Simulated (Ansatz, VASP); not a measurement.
## Ta2N in VASP and in Ansatz

Contents of INCAR:

```
SYSTEM = Ta2N
  PREC = Accurate
  ENCUT = 520
  EDIFF = 1E-6
  ISMEAR = 0
  SIGMA = 0.15
  LREAL = .FALSE.
  LASPH = .TRUE.
  NELM = 80
  ALGO = Normal
  ISIF = 2
  LWAVE = .FALSE.
  LCHARG = .FALSE.
  NBANDS = 50
```

The input KPOINTS:

```
regular mesh
0
G
  9 9 8
  0 0 0
```

POSCAR

```
Ta2N
1.0
    5.2288597096      0.0000000000      0.0000000000
   -2.6144298548      4.5283253413      0.0000000000
    0.0000000000      0.0000000000      4.8835331142
Ta N
6 3
Direct
    0.7147405334      0.7147405334      0.7526041962
    0.0000000000      0.2852594666      0.7526041962
    0.2852594666      0.0000000000      0.7526041962
    0.2852594666      0.2852594666      0.2473958038
    0.0000000000      0.7147405334      0.2473958038
    0.7147405334      0.0000000000      0.2473958038
    0.6666666667      0.3333333333      0.5000000000
    0.3333333333      0.6666666667      0.5000000000
    0.0000000000      0.0000000000      0.0000000000
```

Input for Ansatz:

```yaml
crystal:
  lattice:
    - [5.2288597096, 0.0, 0.0]
    - [-2.6144298548, 4.5283253413, 0.0]
    - [0.0, 0.0, 4.8835331142]
  atoms:
    - { symbol: Ta, position: [0.7147405334, 0.7147405334, 0.7526041962] }
    - { symbol: Ta, position: [0.0, 0.2852594666, 0.7526041962] }
    - { symbol: Ta, position: [0.2852594666, 0.0, 0.7526041962] }
    - { symbol: Ta, position: [0.2852594666, 0.2852594666, 0.2473958038] }
    - { symbol: Ta, position: [0.0, 0.7147405334, 0.2473958038] }
    - { symbol: Ta, position: [0.7147405334, 0.0, 0.2473958038] }
    - { symbol: "N", position: [0.6666666667, 0.3333333333, 0.5] }
    - { symbol: "N", position: [0.3333333333, 0.6666666667, 0.5] }
    - { symbol: "N", position: [0.0, 0.0, 0.0] }
basis:
  ecutwfc: 520.0
kpoints:
  mp_grid: { grid: [9, 9, 8] }
hamiltonian:
  xc: lda
  pseudopotentials: { kind: paw, azcp: { folder: soft_1 } }
scf:
  occupations: { method: gaussian, width: 0.15 }
output:
  forces: true
  stress: true
  eigenvalues: true
```

Alike in both runs: task single point; functional LDA; k mesh 9 × 9 × 8; occupations gaussian, width 0.15 eV; no spin polarisation.

```csv
,VASP,Ansatz
version,VASP 6.6.1,Ansatz 0.2.0
potentials or method,"VASP PAW LDA potentials, release 64 (Ta_pv, N), cutoff 520 eV","scalar-relativistic, plane waves, PAW"
valence electrons in the cell,81,93
```

```tsv
	VASP	Ansatz	Ansatz less VASP
gap on the k mesh at the Fermi level (eV)	none	none	-
rms of the force components (eV/Å)	4.759	4.707	-0.0522
```

Ansatz warns that its potentials were made for another functional, while VASP's fit it. LDA's correlation is that of Perdew and Zunger in VASP and of Perdew and Wang (1992) in Ansatz. Atom by atom the forces differ by 0.052 eV/Å (rms over components). A gap of «none» marks a metal or a gap that the smearing closes. VASP's potentials hold 81 valence electrons a cell and Ansatz's 93, so a difference there can come from the potentials and not from the codes.

Neither program's run includes spin-orbit coupling.
